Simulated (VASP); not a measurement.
# CaO (Fm-3m) in VASP: notebook, part 2 of 2

VASP 6.6.1. The steps go on from the part before.

## (3) Relaxation of cell and atoms, PBE+D4

This run uses another cell than the first one, of 13.89 Å³/atom, 1.005 times its volume.

INCAR

```
SYSTEM = CaO
PREC = Accurate
ENCUT = 600
EDIFF = 1E-6
ISMEAR = -1
SIGMA = 0.05
LREAL = .False.
LASPH = .True.
NELM = 100
ALGO = Normal
ISIF = 3
LWAVE = .False.
LCHARG = .False.
GGA = PE
IVDW = 13
IBRION = 2
NSW = 80
EDIFFG = -0.01
```

KPOINTS

```
Automatic mesh
0
Gamma
  10 10 10
  0 0 0
```

POSCAR

```
CaO
1.0
    0.0000000000      2.4035556960      2.4035556960
    2.4035556960      0.0000000000      2.4035556960
    2.4035556960      2.4035556960      0.0000000000
Ca O
1 1
Direct
    0.0000000000      0.0000000000      0.0000000000
    0.5000000000      0.5000000000      0.5000000000
```

Potentials or basis: VASP PAW PBE potentials, release 64 (Ca_sv, O).

The run is started by

```bash
> cat potpaw_PBE.64/Ca_sv/POTCAR potpaw_PBE.64/O/POTCAR > POTCAR
> mpirun -np 1 vasp_std > vasp.out
```

OUTCAR:

```text
SYSTEM = CaO
   PREC = Accurate
   ENCUT = 600
   EDIFF = 1E-6
   ISMEAR = -1
   LREAL = .False.
   LASPH = .True.
   NELM = 100
   ISIF = 3
   GGA = PE
   IVDW = 13
   IBRION = 2
   NSW = 80
   EDIFFG = -0.01

 ion  position               nearest neighbor table
   1  0.000  0.000  0.000-   2 2.40   2 2.40   2 2.40   2 2.40   2 2.40   2 2.40
   2  0.500  0.500  0.500-   1 2.40   1 2.40   1 2.40   1 2.40   1 2.40   1 2.40

  LATTYP: Found a face centered cubic cell.
 ALAT       =     4.8071113920

  Lattice vectors:

 A1 = (   0.0000000000,   2.4035556960,   2.4035556960)
 A2 = (   2.4035556960,   0.0000000000,   2.4035556960)
 A3 = (   2.4035556960,   2.4035556960,   0.0000000000)

Analysis of symmetry for initial positions (statically):
=====================================================================
 Subroutine PRICEL returns:
 Original cell was already a primitive cell.

 Routine SETGRP: Setting up the symmetry group for a
 face centered cubic supercell.

 Subroutine GETGRP returns: Found 48 space group operations
 (whereof 48 operations were pure point group operations)
 out of a pool of 48 trial point group operations.

The static configuration has the point symmetry O_h .

Analysis of symmetry for dynamics (positions and initial velocities):
=====================================================================
 Subroutine PRICEL returns:
 Original cell was already a primitive cell.

 Routine SETGRP: Setting up the symmetry group for a
 face centered cubic supercell.

 Subroutine GETGRP returns: Found 48 space group operations
 (whereof 48 operations were pure point group operations)
 out of a pool of 48 trial point group operations.

The dynamic configuration has the point symmetry O_h .

 Subroutine INISYM returns: Found 48 space group operations
 (whereof 48 operations are pure point group operations),
 and found     1 'primitive' translations

----------------------------------------------------------------------------------------

                                     Primitive cell

  volume of cell :      27.7711

  direct lattice vectors                    reciprocal lattice vectors
     0.000000000  2.403555696  2.403555696    -0.208025136  0.208025136  0.208025136
     2.403555696  0.000000000  2.403555696     0.208025136 -0.208025136  0.208025136
     2.403555696  2.403555696  0.000000000     0.208025136  0.208025136 -0.208025136

  length of vectors
     3.399141063  3.399141063  3.399141063     0.360310104  0.360310104  0.360310104

  position of ions in fractional coordinates (direct lattice)
     0.000000000  0.000000000  0.000000000
     0.500000000  0.500000000  0.500000000

  ion indices of the primitive-cell ions
   primitive index   ion index
                 1           1
                 2           2

----------------------------------------------------------------------------------------

 KPOINTS: Automatic mesh

Automatic generation of k-mesh.
 Grid dimensions read from file:
[... 26 lines left out ...]
  0.400000  0.000000  0.000000      8.000000
  0.500000  0.000000  0.000000      4.000000
[... 16 lines left out ...]
  0.300000  0.300000  0.000000      6.000000
  0.400000  0.300000  0.000000     24.000000
 [... further k-points ...]
   k-points           NKPTS =     47   k-points in BZ     NKDIM =     47   number of bands    NBANDS=     12
   number of dos      NEDOS =    301   number of ions     NIONS =      2
   total plane-waves  NPLWV =  21952
   dimension x,y,z NGX =    28 NGY =   28 NGZ =   28
   dimension x,y,z NGXF=    56 NGYF=   56 NGZF=   56
   ions per type =               1   1
   NGX,Y,Z   is equivalent  to a cutoff of  13.69, 13.69, 13.69 a.u.
   NGXF,Y,Z  is equivalent  to a cutoff of  27.39, 27.39, 27.39 a.u.
 SYSTEM =  CaO
   PREC   = accura    normal or accurate (medium, high low for compatibility)
   ISTART =      0    job   : 0-new  1-cont  2-samecut
   ICHARG =      2    charge: 1-file 2-atom 10-const
   ISPIN  =      1    spin polarized calculation?
   LNONCOLLINEAR =      F non collinear calculations
   LSORBIT =      F    spin-orbit coupling
   LASPH  =      T    aspherical Exc in radial PAW
   ENCUT  =  600.0 eV  44.10 Ry    6.64 a.u.   6.79  6.79  6.79*2*pi/ulx,y,z
   NELM   =    100;   NELMIN=  2; NELMDL= -5     # of ELM steps
   EDIFF  = 0.1E-05   stopping-criterion for ELM
   LREAL  =      F    real-space projection
   EDIFFG = -.1E-01   stopping-criterion for IOM
   NSW    =     80    number of steps for IOM
   IBRION =      2    ionic relax: 0-MD 1-quasi-New 2-CG
   NFREE  =      1    steps in history (QN), initial steepest desc. (CG)
   ISIF   =      3    stress and relaxation
   ISYM   =      2    0-nonsym 1-usesym 2-fastsym
   POTIM  = 0.5000    time-step for ionic-motion
   TEBEG  =    0.0;   TEEND  =   0.0 temperature during run
   PSTRESS=    0.0 pullay stress
   NELECT =      16.0000    total number of electrons
   NUPDOWN=      -1.0000    fix difference up-down
   EMIN   =  10.00;   EMAX   =-10.00  energy-range for DOS
   EFERMI =   0.00;   METHOD = LEGACY
   ISMEAR =    -1;   SIGMA  =   0.05  broadening in eV -4-tet -1-fermi 0-gaus
   EFERMI_NEDOS =   21; number of points for ismear=-14 and -15
   IALGO  =     38    algorithm
   IMIX   =      4    mixing-type and parameters
     AMIX     =   0.40;   BMIX     =  1.00
     AMIX_MAG =   1.60;   BMIX_MAG =  1.00
  volume/ion in A,a.u.               =      13.89        93.70
  Fermi-wavevector in a.u.,A,eV,Ry     =   1.362231  2.574243 25.247954  1.855672
  Thomas-Fermi vector in A             =   2.488738
   LORBIT       =      0    0 simple, 1 ext, 2 COOP (PROOUT), +10 PAW based schemes
   GGA     = PE    functional components
   LHFCALC =     F    Hartree Fock is set to
   AEXX    =    0.0000 exact exchange contribution
   IVDW    =    13    specifies the selected vdW correction
   LEPSILON=     F    determine dielectric tensor
   LRPA    =     F    only Hartree local field effects (RPA)
 conjugate gradient relaxation of ions
 non-spin polarized calculation
  energy-cutoff  :      600.00
  volume of cell :       27.77
 maximum number of plane-waves:       941
   NGX = 13   NGY = 13   NGZ = 13

 number of electron      15.9999997 magnetization

 Free energy of the ion-electron system (eV)
  ---------------------------------------------------
  ext. energy  EPLUGINS =         0.00000000
  ---------------------------------------------------
  free energy    TOTEN  =       -12.80368360 eV

  energy without entropy =      -12.80368360  energy(sigma->0) =      -12.80368360

 E-fermi :   3.3462     XC(G=0): -10.4734

 val. band max:        2.3455136824   @ k =   0.0000   0.0000   0.0000
 cond. band min:       5.9826029266   @ k =   0.5000   0.5000   0.0000
 fundamental gap:      3.6370892442
 Fermi energy:         3.3462401077

 k-point     1 :       0.0000    0.0000    0.0000
  band No.  band energies     occupation
      1     -35.2915      2.00000
      2     -16.0560      2.00000
      3     -16.0560      2.00000
      4     -16.0560      2.00000
      5     -13.1862      2.00000
      6       2.3455      2.00000
      7       2.3455      2.00000
      8       2.3455      2.00000
      9       7.0558      0.00000
     10       8.5713      0.00000
     11       8.5713      0.00000
     12       8.5713      0.00000
[... 331 lines left out ...]
 k-point    24 :       0.4000    0.3000    0.0000
  band No.  band energies     occupation
      1     -35.1839      2.00000
      2     -16.6994      2.00000
      3     -16.2549      2.00000
      4     -16.2279      2.00000
      5     -12.6671      2.00000
      6       0.6695      2.00000
      7       1.7921      2.00000
      8       1.8921      2.00000
      9       6.6519      0.00000
     10       9.9887      0.00000
     11      11.1207      0.00000
     12      11.2054      0.00000

 [... further k-points ...]

------------------------ aborting loop because EDIFF is reached ----------------------------------------

  DFT-D4 for vdW energy calculation

  Edisp (eV):   -0.32653

  FORCE on cell =-STRESS in cart. coord.  units (eV):
  Direction    XX          YY          ZZ          XY          YZ          ZX
  --------------------------------------------------------------------------------------
  -------------------------------------------------------------------------------------
  Total      -0.00257    -0.00257    -0.00257     0.00000    -0.00000     0.00000
  in kB      -0.14832    -0.14832    -0.14832     0.00000    -0.00000     0.00000
  external pressure =       -0.15 kB  Pullay stress =        0.00 kB

 VOLUME and BASIS-vectors are now :
 -----------------------------------------------------------------------------
  energy-cutoff  :      600.00
  volume of cell :       27.77
      direct lattice vectors                 reciprocal lattice vectors
     0.000000000  2.403555696  2.403555696    -0.208025136  0.208025136  0.208025136
     2.403555696  0.000000000  2.403555696     0.208025136 -0.208025136  0.208025136
     2.403555696  2.403555696  0.000000000     0.208025136  0.208025136 -0.208025136

 POSITION                                       TOTAL-FORCE (eV/Angst)
 -----------------------------------------------------------------------------------
      0.00000      0.00000      0.00000        -0.000000     -0.000000      0.000000
      2.40356      2.40356      2.40356         0.000000      0.000000     -0.000000
 -----------------------------------------------------------------------------------
    total drift:                                0.000000      0.000000      0.000000

  FREE ENERGIE OF THE ION-ELECTRON SYSTEM (eV)
  ---------------------------------------------------
  free  energy   TOTEN  =       -13.1302168933 eV

  energy  without entropy=      -13.1302168933  energy(sigma->0) =      -13.13021689

 reached required accuracy - stopping structural energy minimisation
```

OSZICAR:

```text
N       E                     dE             d eps       ncg     rms          rms(c)
DAV:   1     0.141634809187E+03    0.14163E+03   -0.95740E+03  1128   0.153E+03
DAV:   2    -0.632305334220E+01   -0.14796E+03   -0.13854E+03  1256   0.360E+02
DAV:   3    -0.142092075615E+02   -0.78862E+01   -0.78160E+01  1420   0.837E+01
DAV:   4    -0.145097338377E+02   -0.30053E+00   -0.30012E+00  1664   0.149E+01
DAV:   5    -0.145139760656E+02   -0.42422E-02   -0.42420E-02  1392   0.172E+00    0.856E+00
DAV:   6    -0.128464945671E+02    0.16675E+01   -0.87368E+00  1288   0.276E+01    0.364E+00
DAV:   7    -0.128045418887E+02    0.41953E-01   -0.71935E-01  1528   0.841E+00    0.174E+00
DAV:   8    -0.128052550287E+02   -0.71314E-03   -0.82207E-02  1232   0.330E+00    0.433E-01
DAV:   9    -0.128032022476E+02    0.20528E-02   -0.24945E-02  1420   0.131E+00    0.137E-01
DAV:  10    -0.128036459324E+02   -0.44368E-03   -0.22075E-03  1180   0.481E-01    0.256E-02
DAV:  11    -0.128036974052E+02   -0.51473E-04   -0.35518E-04  1620   0.158E-01    0.293E-02
DAV:  12    -0.128036837104E+02    0.13695E-04   -0.54784E-05  1276   0.818E-02    0.485E-03
DAV:  13    -0.128036835975E+02    0.11284E-06   -0.41569E-06  1524   0.200E-02
   1 F= -.13130217E+02 E0= -.13130217E+02  d E =-.131302E+02
```

CONTCAR:

```text
CaO
   1.00000000000000
     0.0000000000000000    2.4035556960000002    2.4035556960000002
     2.4035556960000002    0.0000000000000000    2.4035556960000002
     2.4035556960000002    2.4035556960000002    0.0000000000000000
  Ca              O
     1     1
Direct
     0.0000000000000000    0.0000000000000000    0.0000000000000000
     0.5000000000000000    0.5000000000000000    0.5000000000000000

  0.00000000E+00  0.00000000E+00  0.00000000E+00
  0.00000000E+00  0.00000000E+00  0.00000000E+00
```

It took 9.7 s on 1 thread of Intel Xeon 6975P-C (Granite Rapids), shared host; peak memory 0.16 GiB.

What came out:

- Free energy: -13.1302 eV
- Pressure after relaxing: 0.0 GPa
- Band gap on the k mesh: 3.64 eV, indirect (least direct gap 4.01 eV)
- Dispersion energy per atom: -0.163 eV

Final structure:
```yaml
crystal:
  lattice:
    - [0.00000, 2.40356, 2.40356]
    - [2.40356, 0.00000, 2.40356]
    - [2.40356, 2.40356, 0.00000]
  atoms:
    - { symbol: Ca, position: [0.00000, 0.00000, 0.00000] }
    - { symbol: O, position: [0.50000, 0.50000, 0.50000] }
```

Caveat: the relaxation stopped at its first step, so nothing moved.

## (4) Relaxation of cell and atoms, LDA

This run uses another cell than the first one, of 13.89 Å³/atom, 1.005 times its volume.

INCAR

```
SYSTEM = CaO
  PREC = Accurate
  ENCUT = 600
  EDIFF = 1E-6
  ISMEAR = -1
  SIGMA = 0.05
  LREAL = .False.
  LASPH = .True.
  NELM = 60
  ALGO = Normal
  ISIF = 3
  LWAVE = .False.
  LCHARG = .False.
  IBRION = 2
  NSW = 80
  EDIFFG = -0.01
```

KPOINTS

```
regular mesh
0
Gamma
  10 10 10
  0 0 0
```

POSCAR is that of step 3.

Potentials or basis: VASP PAW LDA potentials, release 64 (Ca_sv, O).

The run is started by

```bash
> cat potpaw_LDA.64/Ca_sv/POTCAR potpaw_LDA.64/O/POTCAR > POTCAR
> mpirun -np 1 vasp_std > vasp.out
```

Wall time 22 s (1 thread of Intel Xeon 6975P-C (Granite Rapids), shared host); peak memory 0.16 GiB.

Results (log left out):

| Item | Value |
| --- | --- |
| Free energy | -14.2265 eV |
| Relaxed volume | 13.12 Å³/atom |
| Relaxed cell | a = 3.336 Å, b = 3.336 Å, c = 3.336 Å, α = 60.00°, β = 60.00°, γ = 60.00° |
| Space group after relaxing (to 0.05 Å) | Fm-3m (No. 225) |
| Energy gained by relaxing | 16.0 meV/atom |
| Ionic steps | 3 |
| Pressure after relaxing | 0.0 GPa |
| Band gap on the k mesh | 3.43 eV, indirect (least direct gap 3.79 eV) |

The path:
```
step  energy change (eV)  largest force (eV/Å)  pressure (GPa)  volume (Å³)
   1              0.0000                0.0000           -6.41        27.77
   2             -0.0253                0.0000            3.42        25.60
   3             -0.0320                0.0000            0.00        26.25
```

Final structure:
```
CELL_PARAMETERS angstrom
0.00000 2.35879 2.35879
2.35879 0.00000 2.35879
2.35879 2.35879 0.00000
ATOMIC_POSITIONS crystal
Ca 0.00000 0.00000 0.00000
O 0.50000 0.50000 0.50000
```

Levels at points of the mesh, in eV from the valence-band top:
```csv
k point,band 6,band 7,band 8,band 9,band 10,band 11
"(0.00, 0.00, 0.00)",0.00,0.00,0.00,5.03,6.24,6.24
"(0.50, 0.00, 0.00)",-2.85,-1.35,-1.35,7.22,8.61,8.61
"(0.50, 0.50, 0.00)",-1.27,-0.36,-0.36,3.43,8.44,9.20
```

## (5) Summary

| task | level | potentials or basis | cell | cutoff (eV) | gap on the mesh (eV) | pressure (GPa) |
| --- | --- | --- | --- | --- | --- | --- |
| single point | PBE+D4 | VASP PAW PBE potentials, release 64 (Ca_sv, O) | a = 3.394 Å, angles 60.0°, 2 atoms | 520 | 3.63 | 0.6 |
| relaxation of cell and atoms | PBE+D4 | VASP PAW PBE potentials, release 64 (Ca_sv, O) | relaxed from a = 3.399 Å, angles 60.0°, 2 atoms | 600 | 3.64 | 0.0 |
| relaxation of cell and atoms | LDA | VASP PAW LDA potentials, release 64 (Ca_sv, O) | relaxed from a = 3.399 Å, angles 60.0°, 2 atoms | 600 | 3.43 | 0.0 |

Alike in all rows: no spin polarisation; k mesh 10 × 10 × 10; smearing fermi-dirac 0.05 eV.

Caveats: the relaxation stopped at its first step, so nothing moved (some runs).

Total energies depend on the potentials used, so only differences within one code and one set of settings carry meaning.
